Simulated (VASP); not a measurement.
Runs of VASP 6.6.1 on WC. The structure is that of space group R3m (No. 160), or close to it. The cells are those of the table. 

```tsv
cell	gap on the mesh (eV)	largest force (eV/Å)
a = 3.101, b = 3.101, c = 8.823 Å, angles 69.4, 69.4, 60.0°, 4 atoms	none	(a)
a = 3.101, b = 3.101, c = 7.919 Å, angles 66.9, 66.9, 60.0°, 4 atoms	none	2.20
a = 3.101, b = 3.101, c = 10.682 Å, angles 73.1, 73.1, 60.0°, 4 atoms	none	3.42
a = 3.101, b = 3.101, c = 7.042 Å, angles 63.9, 63.9, 60.0°, 4 atoms	none	1.79
```

Alike in all rows: task single point; level PBEsol; potentials or basis VASP PAW PBE potentials, release 64 (W_sv, C); no spin polarisation; k mesh 7 × 7 × 7; cutoff (eV) 520; smearing methfessel-paxton 0.1 eV.

**Question.** Estimate the missing entries.

**Answer.** (a) 3.20.

Caveats: the PAW data sets were made with another functional, which shifts forces and pressure a little; spin-orbit coupling is left out, which moves the levels of the heavy elements.

A k mesh can miss the band edges, and the runs leave out spin-orbit coupling on W.

A gap of «none» marks levels without a gap at the run's occupations.
